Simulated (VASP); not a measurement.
# Na (Im-3m) in VASP: single point with PBEsol

Aim: the single point of Na with PBEsol.

All numbers are computed with VASP 6.6.1; they aren't measurements. Logs are shortened: lines on timing, memory, paths and dates and some standing lists are left out, and cuts for length are marked.

## (1) The cell of the first run

The structure is cubic, space group Im-3m (No. 229). The conventional cell has a = 4.282 Å, b = 4.282 Å, c = 4.282 Å, α = 90.00°, β = 90.00°, γ = 90.00°. Na (site symmetry m-3m) has 14 Na at 3.71 to 4.28 Å within 4.9 Å.

## (2) Single point, PBEsol

File INCAR:

```
SYSTEM = Na
PREC = Accurate ; ENCUT = 500
EDIFF = 1E-6 ; ISMEAR = -1
SIGMA = 0.0272 ; LREAL = .False.
LASPH = .True. ; NELM = 120
ALGO = Normal ; ISIF = 2
LWAVE = .False. ; LCHARG = .True.
GGA = PS ; LELF = .True.
LVHAR = .True. ; NBANDS = 10
GGA_COMPAT = .False.
```

File KPOINTS:

```
regular mesh
0
Gamma
  10 10 10
  0 0 0
```

File POSCAR:

```
Na
1.0
   -2.1410000000      2.1410000000      2.1410000000
    2.1410000000     -2.1410000000      2.1410000000
    2.1410000000      2.1410000000     -2.1410000000
Na
1
Direct
    0.0000000000      0.0000000000      0.0000000000
```

Potentials or basis: VASP PAW PBE potentials, release 64 (Na_pv).

Command:

```
cat potpaw_PBE.64/Na_pv/POTCAR > POTCAR
mpirun -np 1 vasp_std > vasp.out
```

OUTCAR:

```text
SYSTEM = Na
   PREC = Accurate
   ENCUT = 500
   EDIFF = 1E-6
   ISMEAR = -1
   LREAL = .False.
   LASPH = .True.
   NELM = 120
   ISIF = 2
   GGA = PS

 ion  position               nearest neighbor table
   1  0.000  0.000  0.000-

  LATTYP: Found a body centered cubic cell.
 ALAT       =     4.2820000000

  Lattice vectors:

 A1 = (  -2.1410000000,   2.1410000000,   2.1410000000)
 A2 = (   2.1410000000,  -2.1410000000,   2.1410000000)
 A3 = (   2.1410000000,   2.1410000000,  -2.1410000000)

Analysis of symmetry for initial positions (statically):
=====================================================================
 Subroutine PRICEL returns:
 Original cell was already a primitive cell.

 Routine SETGRP: Setting up the symmetry group for a
 body centered cubic supercell.

 Subroutine GETGRP returns: Found 48 space group operations
 (whereof 48 operations were pure point group operations)
 out of a pool of 48 trial point group operations.

The static configuration has the point symmetry O_h .

Analysis of symmetry for dynamics (positions and initial velocities):
=====================================================================
 Subroutine PRICEL returns:
 Original cell was already a primitive cell.

 Routine SETGRP: Setting up the symmetry group for a
 body centered cubic supercell.

 Subroutine GETGRP returns: Found 48 space group operations
 (whereof 48 operations were pure point group operations)
 out of a pool of 48 trial point group operations.

The dynamic configuration has the point symmetry O_h .

 Subroutine INISYM returns: Found 48 space group operations
 (whereof 48 operations are pure point group operations),
 and found     1 'primitive' translations

----------------------------------------------------------------------------------------

                                     Primitive cell

  volume of cell :      39.2564

  direct lattice vectors                    reciprocal lattice vectors
    -2.141000000  2.141000000  2.141000000     0.000000000  0.233535731  0.233535731
     2.141000000 -2.141000000  2.141000000     0.233535731  0.000000000  0.233535731
     2.141000000  2.141000000 -2.141000000     0.233535731  0.233535731  0.000000000

  length of vectors
     3.708320779  3.708320779  3.708320779     0.330269398  0.330269398  0.330269398

  position of ions in fractional coordinates (direct lattice)
     0.000000000  0.000000000  0.000000000

  ion indices of the primitive-cell ions
   primitive index   ion index
                 1           1

----------------------------------------------------------------------------------------

 KPOINTS: regular mesh

Automatic generation of k-mesh.
 Grid dimensions read from file:
 generate k-points for:   10   10   10

 Generating k-lattice:

  Cartesian coordinates                     Fractional coordinates (reciprocal lattice)
     0.000000000  0.023353573  0.023353573     0.100000000  0.000000000  0.000000000
     0.023353573  0.000000000  0.023353573     0.000000000  0.100000000  0.000000000
     0.023353573  0.023353573  0.000000000     0.000000000  0.000000000  0.100000000

  Length of vectors
     0.033026940  0.033026940  0.033026940

  Shift w.r.t. Gamma in fractional coordinates (k-lattice)
     0.000000000  0.000000000  0.000000000

 Subroutine IBZKPT returns following result:
 ===========================================

 Found     47 irreducible k-points:

 Following reciprocal coordinates:
            Coordinates               Weight
  0.000000  0.000000  0.000000      1.000000
  0.100000  0.000000  0.000000     12.000000
  0.200000  0.000000  0.000000     12.000000
  0.300000  0.000000  0.000000     12.000000
  0.400000  0.000000  0.000000     12.000000
  0.500000  0.000000  0.000000      6.000000
[... 16 lines left out ...]
  0.300000  0.300000  0.100000      8.000000
 -0.300000  0.300000  0.100000     24.000000
 [... further k-points ...]
   k-points           NKPTS =     47   k-points in BZ     NKDIM =     47   number of bands    NBANDS=     10
   number of dos      NEDOS =    301   number of ions     NIONS =      1
   total plane-waves  NPLWV =  21952
   dimension x,y,z NGX =    28 NGY =   28 NGZ =   28
   dimension x,y,z NGXF=    56 NGYF=   56 NGZF=   56
   ions per type =               1
   NGX,Y,Z   is equivalent  to a cutoff of  12.55, 12.55, 12.55 a.u.
   NGXF,Y,Z  is equivalent  to a cutoff of  25.11, 25.11, 25.11 a.u.
 SYSTEM =  Na
   PREC   = accura    normal or accurate (medium, high low for compatibility)
   ISTART =      0    job   : 0-new  1-cont  2-samecut
   ICHARG =      2    charge: 1-file 2-atom 10-const
   ISPIN  =      1    spin polarized calculation?
   LNONCOLLINEAR =      F non collinear calculations
   LSORBIT =      F    spin-orbit coupling
   LASPH  =      T    aspherical Exc in radial PAW
   ENCUT  =  500.0 eV  36.75 Ry    6.06 a.u.   6.76  6.76  6.76*2*pi/ulx,y,z
   NELM   =    120;   NELMIN=  2; NELMDL= -5     # of ELM steps
   EDIFF  = 0.1E-05   stopping-criterion for ELM
   LREAL  =      F    real-space projection
   EDIFFG = 0.1E-04   stopping-criterion for IOM
   NSW    =      0    number of steps for IOM
   IBRION =     -1    ionic relax: 0-MD 1-quasi-New 2-CG
   NFREE  =      0    steps in history (QN), initial steepest desc. (CG)
   ISIF   =      2    stress and relaxation
   ISYM   =      2    0-nonsym 1-usesym 2-fastsym
   POTIM  = 0.5000    time-step for ionic-motion
   TEBEG  =    0.0;   TEEND  =   0.0 temperature during run
   PSTRESS=    0.0 pullay stress
   NELECT =       7.0000    total number of electrons
   NUPDOWN=      -1.0000    fix difference up-down
   EMIN   =  10.00;   EMAX   =-10.00  energy-range for DOS
   EFERMI =   0.00;   METHOD = LEGACY
   ISMEAR =    -1;   SIGMA  =   0.03  broadening in eV -4-tet -1-fermi 0-gaus
   EFERMI_NEDOS =   21; number of points for ismear=-14 and -15
   IALGO  =     38    algorithm
   IMIX   =      4    mixing-type and parameters
     AMIX     =   0.40;   BMIX     =  1.00
     AMIX_MAG =   1.60;   BMIX_MAG =  1.00
  volume/ion in A,a.u.               =      39.26       264.91
  Fermi-wavevector in a.u.,A,eV,Ry     =   0.921448  1.741284 11.552251  0.849066
  Thomas-Fermi vector in A             =   2.046866
   LORBIT       =      0    0 simple, 1 ext, 2 COOP (PROOUT), +10 PAW based schemes
   GGA     = PS    functional components
   LHFCALC =     F    Hartree Fock is set to
   AEXX    =    0.0000 exact exchange contribution
   IVDW    =     0    specifies the selected vdW correction
   LEPSILON=     F    determine dielectric tensor
   LRPA    =     F    only Hartree local field effects (RPA)
 non-spin polarized calculation
  energy-cutoff  :      500.00
  volume of cell :       39.26
 maximum number of plane-waves:      1008
   NGX = 13   NGY = 13   NGZ = 13

 number of electron       7.0000011 magnetization

 Free energy of the ion-electron system (eV)
  ---------------------------------------------------
  ext. energy  EPLUGINS =         0.00000000
  ---------------------------------------------------
  free energy    TOTEN  =        -1.38956885 eV

  energy without entropy =       -1.38683542  energy(sigma->0) =       -1.38820214

 E-fermi :   0.1236     XC(G=0):  -6.3523

 val. band max:        0.1176097377   @ k =  -0.3000   0.4000   0.2000
 cond. band min:       0.2760021831   @ k =  -0.4000   0.4000   0.2000
 fundamental gap:      0.1583924454
 Fermi energy:         0.1235828422

 k-point     1 :       0.0000    0.0000    0.0000
  band No.  band energies     occupation
      1     -24.6847      2.00000
      2     -24.6847      2.00000
      3     -24.6847      2.00000
      4      -3.0099      2.00000
      5      11.5135      0.00000
      6      11.5136      0.00000
      7      11.5136      0.00000
      8      12.4852      0.00000
      9      12.4852      0.00000
     10      13.0036      0.00000

 k-point     2 :       0.1000    0.0000    0.0000
  band No.  band energies     occupation
      1     -24.6876      2.00000
      2     -24.6857      2.00000
      3     -24.6847      2.00000
      4      -2.8407      2.00000
      5       9.6205      0.00000
      6      10.6220      0.00000
      7      10.8965      0.00000
      8      11.4177      0.00000
      9      11.8579      0.00000
     10      13.2516      0.00000

 k-point     3 :       0.2000    0.0000    0.0000
  band No.  band energies     occupation
      1     -24.6950      2.00000
      2     -24.6882      2.00000
      3     -24.6847      2.00000
      4      -2.3364      2.00000
      5       7.1267      0.00000
      6       9.5515      0.00000
      7      10.0626      0.00000
      8      10.3961      0.00000
      9      11.3094      0.00000
     10      13.6217      0.00000

 k-point     4 :       0.3000    0.0000    0.0000
  band No.  band energies     occupation
      1     -24.7040      2.00000
      2     -24.6913      2.00000
      3     -24.6847      2.00000
      4      -1.5061      2.00000
      5       4.8554      0.00000
      6       8.7573      0.00000
      7       9.4318      0.00000
      8       9.6639      0.00000
      9      10.7021      0.00000
     10      14.3130      0.00000

 k-point     5 :       0.4000    0.0000    0.0000
  band No.  band energies     occupation
      1     -24.7113      2.00000
      2     -24.6938      2.00000
      3     -24.6847      2.00000
      4      -0.3655      2.00000
      5       2.8499      0.00000
      6       8.2760      0.00000
      7       9.0492      0.00000
      8       9.2255      0.00000
      9      10.2726      0.00000
     10      15.1605      0.00000

 k-point     6 :       0.5000    0.0000    0.0000
  band No.  band energies     occupation
      1     -24.7140      2.00000
      2     -24.6948      2.00000
      3     -24.6847      2.00000
      4       0.8826      0.00000
      5       1.3137      0.00000
      6       8.1150      0.00000
      7       8.9215      0.00000
      8       9.0796      0.00000
      9      10.1207      0.00000
     10      15.7978      0.00000

 k-point     7 :       0.1000    0.1000    0.0000
  band No.  band energies     occupation
      1     -24.6927      2.00000
      2     -24.6867      2.00000
      3     -24.6854      2.00000
      4      -2.5040      2.00000
      5       8.2380      0.00000
      6       8.7024      0.00000
      7      10.1483      0.00000
      8      11.3366      0.00000
      9      12.0063      0.00000
     10      13.4328      0.00000

 k-point     8 :       0.2000    0.1000    0.0000
  band No.  band energies     occupation
      1     -24.7004      2.00000
      2     -24.6897      2.00000
      3     -24.6857      2.00000
      4      -1.8367      2.00000
      5       6.0411      0.00000
      6       7.6320      0.00000
      7       9.3402      0.00000
      8      10.7715      0.00000
      9      12.1056      0.00000
     10      13.0502      0.00000

 k-point     9 :       0.3000    0.1000    0.0000
  band No.  band energies     occupation
      1     -24.7079      2.00000
      2     -24.6931      2.00000
      3     -24.6857      2.00000
      4      -0.8509      2.00000
      5       3.9246      0.00000
      6       7.0056      0.00000
      7       8.7730      0.00000
      8      10.2203      0.00000
      9      11.8930      0.00000
     10      13.5594      0.00000
[... 118 lines left out ...]
 k-point    19 :      -0.1000    0.1000    0.1000
  band No.  band energies     occupation
      1     -24.6883      2.00000
      2     -24.6867      2.00000
      3     -24.6867      2.00000
      4      -2.6721      2.00000
      5       9.4885      0.00000
      6       9.4885      0.00000
      7       9.7948      0.00000
      8      11.1407      0.00000
      9      11.8380      0.00000
     10      13.4196      0.00000

 k-point    20 :       0.2000    0.2000    0.1000
  band No.  band energies     occupation
      1     -24.7081      2.00000
      2     -24.6935      2.00000
      3     -24.6891      2.00000
      4      -0.2044      1.99999
      5       4.2335      0.00000
      6       4.8069      0.00000
      7       6.4944      0.00000
      8      13.5102      0.00000
      9      14.0389      0.00000
     10      15.3449      0.00000

 k-point    21 :       0.3000    0.2000    0.1000
  band No.  band energies     occupation
      1     -24.7078      2.00000
      2     -24.6977      2.00000
      3     -24.6898      2.00000
      4       1.0515      0.00000
      5       2.6594      0.00000
      6       4.2904      0.00000
      7       6.1314      0.00000
      8      13.4916      0.00000
      9      14.6949      0.00000
     10      15.3422      0.00000

 k-point    22 :      -0.2000    0.2000    0.1000
  band No.  band energies     occupation
      1     -24.6949      2.00000
      2     -24.6892      2.00000
      3     -24.6871      2.00000
      4      -2.1693      2.00000
      5       7.2397      0.00000
      6       8.4691      0.00000
      7       9.2734      0.00000
      8      10.8219      0.00000
      9      11.4006      0.00000
     10      12.8692      0.00000

 k-point    23 :       0.3000    0.3000    0.1000
  band No.  band energies     occupation
      1     -24.7030      2.00000
      2     -24.7030      2.00000
      3     -24.6908      2.00000
      4       2.2467      0.00000
      5       2.2467      0.00000
      6       3.1022      0.00000
      7       5.9345      0.00000
      8      14.5947      0.00000
      9      14.5947      0.00000
     10      15.4016      0.00000

 k-point    24 :      -0.3000    0.3000    0.1000
  band No.  band energies     occupation
      1     -24.7036      2.00000
      2     -24.6924      2.00000
      3     -24.6869      2.00000
      4      -1.3415      2.00000
      5       4.9975      0.00000
      6       7.7312      0.00000
      7       8.6427      0.00000
      8      10.7545      0.00000
      9      11.2525      0.00000
     10      12.3289      0.00000

 [... further k-points ...]
[... 5 lines left out ...]
  --------------------------------------------------------------------------------------
  -------------------------------------------------------------------------------------
  Total       -0.1361473     -0.1361473     -0.1361473      0.0000000     -0.0000000      0.0000000
  in kB       -5.5566067     -5.5566067     -5.5566067      0.0000000     -0.0000000      0.0000000
  external PRESSURE =      -5.5566067 kB  Pullay stress =       0.0000000 kB

 VOLUME and BASIS-vectors are now :
 -----------------------------------------------------------------------------
  energy-cutoff  :      500.00
  volume of cell :       39.26
      direct lattice vectors                 reciprocal lattice vectors
    -2.141000000  2.141000000  2.141000000     0.000000000  0.233535731  0.233535731
     2.141000000 -2.141000000  2.141000000     0.233535731  0.000000000  0.233535731
     2.141000000  2.141000000 -2.141000000     0.233535731  0.233535731  0.000000000

 POSITION                                       TOTAL-FORCE (eV/Angst)
 -----------------------------------------------------------------------------------
      0.00000      0.00000      0.00000         0.000000      0.000000      0.000000
 -----------------------------------------------------------------------------------
    total drift:                               -0.000000     -0.000000     -0.000000

  FREE ENERGIE OF THE ION-ELECTRON SYSTEM (eV)
  ---------------------------------------------------
  free  energy   TOTEN  =        -1.3895688491 eV

  energy  without entropy=       -1.3868354236  energy(sigma->0) =       -1.38820214
```

Run time: 13 s. Hardware: 1 thread of Intel Xeon Platinum 8488C (Sapphire Rapids), shared host; peak memory 0.15 GiB.

Results:

```
Free energy : -1.3896 eV
Pressure    : -0.6 GPa
```

Caveat: the PAW data sets were made with another functional, which shifts forces and pressure a little.
